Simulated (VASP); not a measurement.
The system is Si2S3.

```
Si S
1.0
     3.46634    0.00000    0.00000
    -1.73317    3.00194    0.00000
     0.00000    0.00000    9.06624
Si S
2 3
Direct
  0.33333 0.66667 0.16289
  0.66667 0.33333 0.83711
  0.00000 0.00000 0.00000
  0.33333 0.66667 0.70284
  0.66667 0.33333 0.29716
```

| Item | Value |
| --- | --- |
| Program | VASP 6.6.1 |
| Task | relaxation of cell and atoms |
| Functional | PBE |
| Potentials or basis | VASP PAW PBE potentials, release 64 (Si, S) |
| Cutoff | 600 eV |
| k mesh | 12 × 12 × 4 |
| Occupations | gaussian, width 0.1 eV |
| Spin | no spin polarisation |

At the start: pressure -0.0 GPa; volume 18.87 Å³/atom.

Q: How do energy, volume and symmetry change on relaxing?

A: Over 8 steps the energy falls by 3.2 meV/atom; space group P-3m1 (No. 164, to 0.1 Å) before and after.

The path:
```csv
step,energy change (eV),largest force (eV/Å),pressure (GPa),volume (Å³)
1,0.0000,0.0868,-0.04,94.34
2,-0.0091,0.0717,0.07,94.28
3,-0.0153,0.0399,0.28,94.12
4,-0.0160,0.0267,0.22,94.17
5,-0.0160,0.0224,0.23,94.16
6,-0.0159,0.0504,-0.22,94.65
7,-0.0162,0.0102,0.00,94.38
8,-0.0162,0.0089,0.01,94.37
```

Final structure:
```
CELL_PARAMETERS angstrom
3.43239 0.00000 0.00000
-1.71620 2.97254 0.00000
0.00000 0.00000 9.24975
ATOMIC_POSITIONS crystal
Si 0.33333 0.66667 0.16406
Si 0.66667 0.33333 0.83594
S 0.00000 0.00000 0.00000
S 0.33333 0.66667 0.70171
S 0.66667 0.33333 0.29829
```

Caveat: this functional lacks dispersion, which binds the layers, so the pressure and a relaxed spacing across them are unreliable.
